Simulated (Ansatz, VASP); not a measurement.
# MgO in VASP and in Ansatz

The input INCAR:

```
SYSTEM = MgO
PREC = Accurate ; ENCUT = 520
EDIFF = 1E-6 ; ISMEAR = -1
SIGMA = 0.02 ; LREAL = .FALSE.
LASPH = .TRUE. ; NELM = 60
ALGO = Normal ; ISIF = 2
LWAVE = .FALSE. ; LCHARG = .FALSE.
GGA = PE ; NBANDS = 16
```

Contents of KPOINTS:

```
Automatic mesh
0
G
  12 12 6
  0 0 0
```

The input POSCAR:

```
MgO
1.0
    3.5216472518      0.0000000000      0.0000000000
   -1.7608236259      3.0498359832      0.0000000000
    0.0000000000      0.0000000000      4.2305219513
Mg O
2 2
Direct
    0.3333333333      0.6666666667      0.2500000000
    0.6666666667      0.3333333333      0.7500000000
    0.6666666667      0.3333333333      0.2500000000
    0.3333333333      0.6666666667      0.7500000000
```

Input for Ansatz:

```yaml
crystal:
  lattice:
    - [3.5216472518, 0.0, 0.0]
    - [-1.7608236259, 3.0498359832, 0.0]
    - [0.0, 0.0, 4.2305219513]
  atoms:
    - { symbol: Mg, position: [0.3333333333, 0.6666666667, 0.25] }
    - { symbol: Mg, position: [0.6666666667, 0.3333333333, 0.75] }
    - { symbol: O, position: [0.6666666667, 0.3333333333, 0.25] }
    - { symbol: O, position: [0.3333333333, 0.6666666667, 0.75] }
kpoints:
  mp_grid: { grid: [12, 12, 6] }
  band_path:
    path:
      - [0.0, 0.0, 0.0]
      - [0.5, 0.0, 0.0]
      - [0.3333333333, 0.3333333333, 0.0]
      - [0.0, 0.0, 0.5]
      - [0.5, 0.0, 0.5]
      - [0.3333333333, 0.3333333333, 0.5]
    npoints: 1
hamiltonian:
  xc: pbe
scf:
  occupations: { method: fermi_dirac, width: 0.02 }
  n_extra_bands: 5
output:
  forces: true
  stress: true
  eigenvalues: true
  write_density: true
  write_potential: true
  elf: true
  volumetric_format: npy
```

Change from the starting cell: hydrostatic strain +1.1%.

Alike in both runs: task single point; functional PBE; k mesh 12 × 12 × 6; occupations fermi-dirac, width 0.02 eV; no spin polarisation.

|  | VASP | Ansatz |
| --- | --- | --- |
| version | VASP 6.6.1 | Ansatz 0.2.0 |
| potentials or method | VASP PAW PBE potentials, release 64 (Mg, O) | plane waves, PAW |
| plane-wave cutoff (eV) | 520 | 420 |
| valence electrons in the cell | 16 | 32 |

|  | VASP | Ansatz | Ansatz less VASP |
| --- | --- | --- | --- |
| gap on the k mesh at the Fermi level (eV) | 3.27 | 3.29 | +0.016 |
| pressure (GPa) | -0.3 | 0.2 | +0.50 |
| traceless stress, the component that is largest in VASP (GPa) | 0.13 | 0.22 | +0.097 |

VASP's potentials hold 16 valence electrons a cell and Ansatz's 32, so a difference there can come from the potentials and not from the codes.
